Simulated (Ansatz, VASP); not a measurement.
# One calculation of Na3TeH, two programs

```
CELL_PARAMETERS angstrom
-0.01624 4.71650 -0.00656
-0.01997 -0.00656 4.74161
9.42299 -0.03248 -0.03995
ATOMIC_POSITIONS crystal
Na 0.01200 0.99977 0.24340
Na 0.98095 0.00220 0.74574
Na 0.49311 0.02854 0.01643
Na 0.50029 0.00159 0.49645
Na 0.97436 0.49654 0.98740
Na 0.98319 0.50409 0.50650
Te 0.52045 0.47673 0.23711
Te 0.50023 0.53109 0.77166
H 0.01034 0.00143 0.99956
H 0.02509 0.95802 0.49575
```

Change from the starting cell: cell x2, atoms moved at random (sigma 0.1 Å) and cell strained at random (1.5 %), then relaxed without symmetry.

Alike in both runs: task relaxation of cell and atoms; functional PBE; k mesh 4 × 4 × 2; occupations gaussian, width 0.1 eV; no spin polarisation.

|  | VASP | Ansatz |
| --- | --- | --- |
| version | VASP 6.6.1 | Ansatz 0.2.0 |
| potentials or method | VASP PAW PBE potentials, release 64 (Na_pv, Te, H), cutoff 600 eV | scalar-relativistic, plane waves, PAW |
| valence electrons in the cell | 56 | 88 |

VASP gave:

```
gap on the k mesh at the Fermi level, each at its own relaxed structure (eV) : 2.61
relaxed volume (Å³/atom)                                                     : 21.62
relaxed length of the cell vector where the two differ most in proportion (Å)              : 9.526
```

Task: Which values does Ansatz return?

Result: gap on the k mesh at the Fermi level, each at its own relaxed structure (eV): 2.60; relaxed volume (Å³/atom): 21.65; relaxed length of the cell vector where the two differ most in proportion (Å): 9.545.

VASP's potentials hold 56 valence electrons a cell and Ansatz's 88, so a difference there can come from the potentials and not from the codes.

Spin-orbit coupling is off throughout.
